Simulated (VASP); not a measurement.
# Cs (Pm-3m) in VASP: further runs

Cs is run at these levels: PBEsol; tasks: single point.

All numbers are computed with VASP 6.6.1; they aren't measurements. Logs are shortened: lines on timing, memory, paths and dates and some standing lists are left out, and cuts for length are marked.

### 1 The cell of the first run

It takes space group Pm-3m (No. 221, cubic). Conventional cell: a = 4.152 Å, b = 4.152 Å, c = 4.152 Å, α = 90.00°, β = 90.00°, γ = 90.00°. Cs (site symmetry m-3m) has 6 Cs at 4.15 Å within 5.4 Å.

### 2 Single point, PBEsol

INCAR reads:

```
PREC     = Accurate       # precision mode
ENCUT    = 520            # plane-wave cutoff, eV
EDIFF    = 1E-6           # SCF threshold, eV
ISMEAR   = -1             # smearing method
SIGMA    = 0.08           # smearing width, eV
LREAL    = F              # projectors in reciprocal space
LASPH    = T              # aspherical terms in the spheres
NELM     = 80             # most SCF steps
ALGO     = Normal         # electronic algorithm
ISIF     = 2              # what is computed and relaxed
LWAVE    = F              # write WAVECAR
LCHARG   = F              # write CHGCAR
GGA      = PS             # functional
NBANDS   = 10             # bands
```

KPOINTS reads:

```
regular mesh
0
Gamma
  8 8 8
```

POSCAR reads:

```
Cs
1.0
    4.1518751675      0.0000000000      0.0000000000
    0.0000000000      4.1518751675      0.0000000000
    0.0000000000      0.0000000000      4.1518751675
Cs
1
Direct
    0.0000000000      0.0000000000      0.0000000000
```

Potentials or basis: VASP PAW PBE potentials, release 64 (Cs_sv).

Launch:

```console
$ cat potpaw_PBE.64/Cs_sv/POTCAR > POTCAR
$ mpirun -np 1 vasp_std > vasp.out
```

OUTCAR:

```text
PREC = Accurate
   ENCUT = 520
   EDIFF = 1E-6
   ISMEAR = -1
   LREAL = F
   LASPH = T
   NELM = 80
   ISIF = 2
   GGA = PS

 ion  position               nearest neighbor table
   1  0.000  0.000  0.000-

  LATTYP: Found a simple cubic cell.
 ALAT       =     4.1518751675

  Lattice vectors:

 A1 = (   4.1518751675,   0.0000000000,   0.0000000000)
 A2 = (   0.0000000000,   4.1518751675,   0.0000000000)
 A3 = (   0.0000000000,   0.0000000000,   4.1518751675)

Analysis of symmetry for initial positions (statically):
=====================================================================
 Subroutine PRICEL returns:
 Original cell was already a primitive cell.

 Routine SETGRP: Setting up the symmetry group for a
 simple cubic supercell.

 Subroutine GETGRP returns: Found 48 space group operations
[... 9 lines left out ...]

 Routine SETGRP: Setting up the symmetry group for a
 simple cubic supercell.

 Subroutine GETGRP returns: Found 48 space group operations
[... 11 lines left out ...]
                                     Primitive cell

  volume of cell :      71.5703

  direct lattice vectors                    reciprocal lattice vectors
     4.151875168  0.000000000  0.000000000     0.240855026  0.000000000  0.000000000
     0.000000000  4.151875168  0.000000000     0.000000000  0.240855026  0.000000000
     0.000000000  0.000000000  4.151875168     0.000000000  0.000000000  0.240855026

  length of vectors
     4.151875168  4.151875168  4.151875168     0.240855026  0.240855026  0.240855026

  position of ions in fractional coordinates (direct lattice)
     0.000000000  0.000000000  0.000000000

  ion indices of the primitive-cell ions
   primitive index   ion index
                 1           1

----------------------------------------------------------------------------------------

 KPOINTS: regular mesh

Automatic generation of k-mesh.
 Grid dimensions read from file:
 generate k-points for:    8    8    8

 Generating k-lattice:

  Cartesian coordinates                     Fractional coordinates (reciprocal lattice)
     0.030106878  0.000000000  0.000000000     0.125000000  0.000000000  0.000000000
     0.000000000  0.030106878  0.000000000     0.000000000  0.125000000  0.000000000
     0.000000000  0.000000000  0.030106878     0.000000000  0.000000000  0.125000000

  Length of vectors
     0.030106878  0.030106878  0.030106878

  Shift w.r.t. Gamma in fractional coordinates (k-lattice)
     0.000000000  0.000000000  0.000000000

 Subroutine IBZKPT returns following result:
 ===========================================

 Found     35 irreducible k-points:

 Following reciprocal coordinates:
            Coordinates               Weight
  0.000000  0.000000  0.000000      1.000000
  0.125000  0.000000  0.000000      6.000000
  0.250000  0.000000  0.000000      6.000000
  0.375000  0.000000  0.000000      6.000000
  0.500000  0.000000  0.000000      3.000000
  0.125000  0.125000  0.000000     12.000000
[... 16 lines left out ...]
  0.375000  0.375000  0.125000     24.000000
  0.500000  0.375000  0.125000     24.000000
 [... further k-points ...]
   k-points           NKPTS =     35   k-points in BZ     NKDIM =     35   number of bands    NBANDS=     10
   number of dos      NEDOS =    301   number of ions     NIONS =      1
   total plane-waves  NPLWV =  32768
   dimension x,y,z NGX =    32 NGY =   32 NGZ =   32
   dimension x,y,z NGXF=    64 NGYF=   64 NGZF=   64
   ions per type =               1
   NGX,Y,Z   is equivalent  to a cutoff of  12.81, 12.81, 12.81 a.u.
   NGXF,Y,Z  is equivalent  to a cutoff of  25.63, 25.63, 25.63 a.u.
 SYSTEM =  unknown system
   PREC   = accura    normal or accurate (medium, high low for compatibility)
   ISTART =      0    job   : 0-new  1-cont  2-samecut
   ICHARG =      2    charge: 1-file 2-atom 10-const
   ISPIN  =      1    spin polarized calculation?
   LNONCOLLINEAR =      F non collinear calculations
   LSORBIT =      F    spin-orbit coupling
   LASPH  =      T    aspherical Exc in radial PAW
   ENCUT  =  520.0 eV  38.22 Ry    6.18 a.u.   7.72  7.72  7.72*2*pi/ulx,y,z
   NELM   =     80;   NELMIN=  2; NELMDL= -5     # of ELM steps
   EDIFF  = 0.1E-05   stopping-criterion for ELM
   LREAL  =      F    real-space projection
   EDIFFG = 0.1E-04   stopping-criterion for IOM
   NSW    =      0    number of steps for IOM
   IBRION =     -1    ionic relax: 0-MD 1-quasi-New 2-CG
   NFREE  =      0    steps in history (QN), initial steepest desc. (CG)
   ISIF   =      2    stress and relaxation
   ISYM   =      2    0-nonsym 1-usesym 2-fastsym
   POTIM  = 0.5000    time-step for ionic-motion
   TEBEG  =    0.0;   TEEND  =   0.0 temperature during run
   PSTRESS=    0.0 pullay stress
   NELECT =       9.0000    total number of electrons
   NUPDOWN=      -1.0000    fix difference up-down
   EMIN   =  10.00;   EMAX   =-10.00  energy-range for DOS
   EFERMI =   0.00;   METHOD = LEGACY
   ISMEAR =    -1;   SIGMA  =   0.08  broadening in eV -4-tet -1-fermi 0-gaus
   EFERMI_NEDOS =   21; number of points for ismear=-14 and -15
   IALGO  =     38    algorithm
   IMIX   =      4    mixing-type and parameters
     AMIX     =   0.40;   BMIX     =  1.00
     AMIX_MAG =   1.60;   BMIX_MAG =  1.00
  volume/ion in A,a.u.               =      71.57       482.98
  Fermi-wavevector in a.u.,A,eV,Ry     =   0.820184  1.549923  9.152667  0.672702
  Thomas-Fermi vector in A             =   1.931121
   LORBIT       =      0    0 simple, 1 ext, 2 COOP (PROOUT), +10 PAW based schemes
   GGA     = PS    functional components
   LHFCALC =     F    Hartree Fock is set to
   AEXX    =    0.0000 exact exchange contribution
   IVDW    =     0    specifies the selected vdW correction
   LEPSILON=     F    determine dielectric tensor
   LRPA    =     F    only Hartree local field effects (RPA)
 non-spin polarized calculation
  energy-cutoff  :      520.00
  volume of cell :       71.57
 maximum number of plane-waves:      1956
 NGX is ok and might be reduce to    32

 number of electron       9.0000000 magnetization

 Free energy of the ion-electron system (eV)
  ---------------------------------------------------
  ext. energy  EPLUGINS =         0.00000000
  ---------------------------------------------------
  free energy    TOTEN  =        -0.69769188 eV

  energy without entropy =       -0.65645898  energy(sigma->0) =       -0.67707543

 E-fermi :   1.7546     XC(G=0):  -6.8761

 val. band max:        1.7418654534   @ k =   0.2500   0.2500   0.2500
 cond. band min:       1.7561637898   @ k =   0.3750   0.2500   0.0000
 fundamental gap:      0.0142983364
 Fermi energy:         1.7546240495

 k-point     1 :       0.0000    0.0000    0.0000
  band No.  band energies     occupation
      1     -22.1370      2.00000
      2      -8.5613      2.00000
      3      -8.5613      2.00000
      4      -8.5613      2.00000
      5      -0.2251      2.00000
      6       2.8791      0.00000
      7       2.8791      0.00000
      8       7.8033      0.00000
      9       7.8033      0.00000
     10       7.8033      0.00000

 k-point     2 :       0.1250    0.0000    0.0000
  band No.  band energies     occupation
      1     -22.1275      2.00000
      2      -8.6965      2.00000
      3      -8.5497      2.00000
      4      -8.5497      2.00000
      5      -0.0001      2.00000
      6       2.9580      0.00000
      7       3.0889      0.00000
      8       7.0527      0.00000
      9       7.0527      0.00000
     10       7.8458      0.00000

 k-point     3 :       0.2500    0.0000    0.0000
  band No.  band energies     occupation
      1     -22.1045      2.00000
      2      -8.9999      2.00000
      3      -8.5214      2.00000
      4      -8.5214      2.00000
      5       0.5638      2.00000
      6       3.1689      0.00000
      7       3.4486      0.00000
      8       6.1257      0.00000
      9       6.1257      0.00000
     10       7.4827      0.00000

 k-point     4 :       0.3750    0.0000    0.0000
  band No.  band energies     occupation
      1     -22.0811      2.00000
      2      -9.2767      2.00000
      3      -8.4927      2.00000
      4      -8.4927      2.00000
      5       1.2746      1.99505
      6       3.2507      0.00000
      7       3.4196      0.00000
      8       5.5076      0.00000
      9       5.5076      0.00000
     10       8.0859      0.00000

 k-point     5 :       0.5000    0.0000    0.0000
  band No.  band energies     occupation
      1     -22.0714      2.00000
      2      -9.3849      2.00000
      3      -8.4807      2.00000
      4      -8.4807      2.00000
      5       1.7645      0.93811
      6       2.8318      0.00000
      7       3.5402      0.00000
      8       5.2931      0.00000
      9       5.2931      0.00000
     10       8.1696      0.00000

 k-point     6 :       0.1250    0.1250    0.0000
  band No.  band energies     occupation
      1     -22.1181      2.00000
      2      -8.6940      2.00000
      3      -8.6728      2.00000
      4      -8.5382      2.00000
      5       0.2209      2.00000
      6       3.0933      0.00000
      7       3.2445      0.00000
      8       6.2654      0.00000
      9       6.9187      0.00000
     10       7.3930      0.00000
[... 183 lines left out ...]
 k-point    21 :       0.3750    0.2500    0.1250
  band No.  band energies     occupation
      1     -22.0405      2.00000
      2      -9.1961      2.00000
      3      -8.8893      2.00000
      4      -8.5766      2.00000
      5       1.8639      0.40650
      6       3.1488      0.00000
      7       4.2315      0.00000
      8       4.7293      0.00000
      9       5.9281      0.00000
     10       6.2123      0.00000

 k-point    22 :       0.5000    0.2500    0.1250
  band No.  band energies     occupation
      1     -22.0310      2.00000
      2      -9.3000      2.00000
      3      -8.8731      2.00000
      4      -8.5637      2.00000
      5       2.0974      0.02719
      6       2.9265      0.00000
      7       4.2012      0.00000
      8       4.5674      0.00000
      9       6.1590      0.00000
     10       6.4774      0.00000

 k-point    23 :       0.3750    0.3750    0.1250
  band No.  band energies     occupation
      1     -22.0180      2.00000
      2      -9.1584      2.00000
      3      -9.1414      2.00000
      4      -8.5469      2.00000
      5       1.7739      0.88016
      6       3.3058      0.00000
      7       4.4185      0.00000
      8       4.7216      0.00000
      9       6.2435      0.00000
     10       6.3967      0.00000

 k-point    24 :       0.5000    0.3750    0.1250
  band No.  band energies     occupation
      1     -22.0086      2.00000
      2      -9.2523      2.00000
      3      -9.1307      2.00000
      4      -8.5344      2.00000
      5       1.6730      1.47015
      6       3.5109      0.00000
      7       4.2665      0.00000
      8       4.6819      0.00000
      9       6.4147      0.00000
     10       6.7830      0.00000

 [... further k-points ...]
[... 5 lines left out ...]
  --------------------------------------------------------------------------------------
  -------------------------------------------------------------------------------------
  Total        0.5821502      0.5821502      0.5821502     -0.0000000     -0.0000000     -0.0000000
  in kB       13.0320503     13.0320503     13.0320503     -0.0000000     -0.0000000     -0.0000000
  external PRESSURE =      13.0320503 kB  Pullay stress =       0.0000000 kB

 VOLUME and BASIS-vectors are now :
 -----------------------------------------------------------------------------
  energy-cutoff  :      520.00
  volume of cell :       71.57
      direct lattice vectors                 reciprocal lattice vectors
     4.151875168  0.000000000  0.000000000     0.240855026  0.000000000  0.000000000
     0.000000000  4.151875168  0.000000000     0.000000000  0.240855026  0.000000000
     0.000000000  0.000000000  4.151875168     0.000000000  0.000000000  0.240855026

 POSITION                                       TOTAL-FORCE (eV/Angst)
 -----------------------------------------------------------------------------------
      0.00000      0.00000      0.00000         0.000000      0.000000      0.000000
 -----------------------------------------------------------------------------------
    total drift:                               -0.000000      0.000000      0.000000

  FREE ENERGIE OF THE ION-ELECTRON SYSTEM (eV)
  ---------------------------------------------------
  free  energy   TOTEN  =        -0.6976918791 eV

  energy  without entropy=       -0.6564589775  energy(sigma->0) =       -0.67707543
```

Run time: 23 s. Hardware: 1 thread of Intel Xeon 6975P-C, shared host; peak memory 0.18 GiB.

What came out:

| Item | Value |
| --- | --- |
| Free energy | -0.6977 eV |
| Pressure | 1.3 GPa |

Caveat: the PAW data sets were made with another functional, which shifts forces and pressure a little; spin-orbit coupling is left out, which moves the levels of the heavy elements.

### 3 Single point, PBEsol

INCAR reads:

```
SYSTEM = Cs
PREC = Accurate ; ENCUT = 520
EDIFF = 1E-6 ; ISMEAR = -1
SIGMA = 0.08 ; LREAL = .False.
LASPH = .True. ; NELM = 80
ALGO = Normal ; ISIF = 2
LWAVE = .False. ; LCHARG = .False.
GGA = PS ; NBANDS = 10
```

KPOINTS reads:

```
Automatic mesh
0
Gamma
  8 8 8
  0.5 0.5 0.5
```

POSCAR is that of step 2.

Potentials or basis: VASP PAW PBE potentials, release 64 (Cs_sv).

Launch:

```console
$ cat potpaw_PBE.64/Cs_sv/POTCAR > POTCAR
$ mpirun -np 1 vasp_std > vasp.out
```

OUTCAR:

```text
SYSTEM = Cs
   PREC = Accurate
   ENCUT = 520
   EDIFF = 1E-6
   ISMEAR = -1
   LREAL = .False.
   LASPH = .True.
   NELM = 80
   ISIF = 2
   GGA = PS

 ion  position               nearest neighbor table
   1  0.000  0.000  0.000-

  LATTYP: Found a simple cubic cell.
 ALAT       =     4.1518751675

  Lattice vectors:

 A1 = (   4.1518751675,   0.0000000000,   0.0000000000)
 A2 = (   0.0000000000,   4.1518751675,   0.0000000000)
 A3 = (   0.0000000000,   0.0000000000,   4.1518751675)
[... 431 lines left out ...]
      8       5.5832      0.00000
      9       7.9054      0.00000
     10       7.9517      0.00000

------------------------ aborting loop because EDIFF is reached ----------------------------------------

  FORCE on cell =-STRESS in cart. coord.  units (eV):
  Direction    XX          YY          ZZ          XY          YZ          ZX
  --------------------------------------------------------------------------------------
  -------------------------------------------------------------------------------------
  Total        0.5791080      0.5791080      0.5791080      0.0000000      0.0000000     -0.0000000
  in kB       12.9639488     12.9639488     12.9639488      0.0000000      0.0000000     -0.0000000
  external PRESSURE =      12.9639488 kB  Pullay stress =       0.0000000 kB

 VOLUME and BASIS-vectors are now :
 -----------------------------------------------------------------------------
  energy-cutoff  :      520.00
  volume of cell :       71.57
      direct lattice vectors                 reciprocal lattice vectors
     4.151875168  0.000000000  0.000000000     0.240855026  0.000000000  0.000000000
     0.000000000  4.151875168  0.000000000     0.000000000  0.240855026  0.000000000
     0.000000000  0.000000000  4.151875168     0.000000000  0.000000000  0.240855026

 POSITION                                       TOTAL-FORCE (eV/Angst)
 -----------------------------------------------------------------------------------
      0.00000      0.00000      0.00000         0.000000      0.000000      0.000000
 -----------------------------------------------------------------------------------
    total drift:                                0.000000      0.000000      0.000000

  FREE ENERGIE OF THE ION-ELECTRON SYSTEM (eV)
  ---------------------------------------------------
  free  energy   TOTEN  =        -0.6972419500 eV

  energy  without entropy=       -0.6556494405  energy(sigma->0) =       -0.67644570
```

Wall time 16 s (1 thread of Intel Xeon 6975P-C, shared host); peak memory 0.18 GiB.

What came out:

- Free energy: -0.6972 eV
- Pressure: 1.3 GPa

Levels at points of the mesh, in eV from the Fermi level:
```csv
k point,band 3,band 4,band 5,band 6,band 7,band 8
"(0.06, 0.06, 0.06)",-10.35,-10.35,-1.82,1.23,1.23,5.32
```

Caveat: the PAW data sets were made with another functional, which shifts forces and pressure a little; spin-orbit coupling is left out, which moves the levels of the heavy elements.
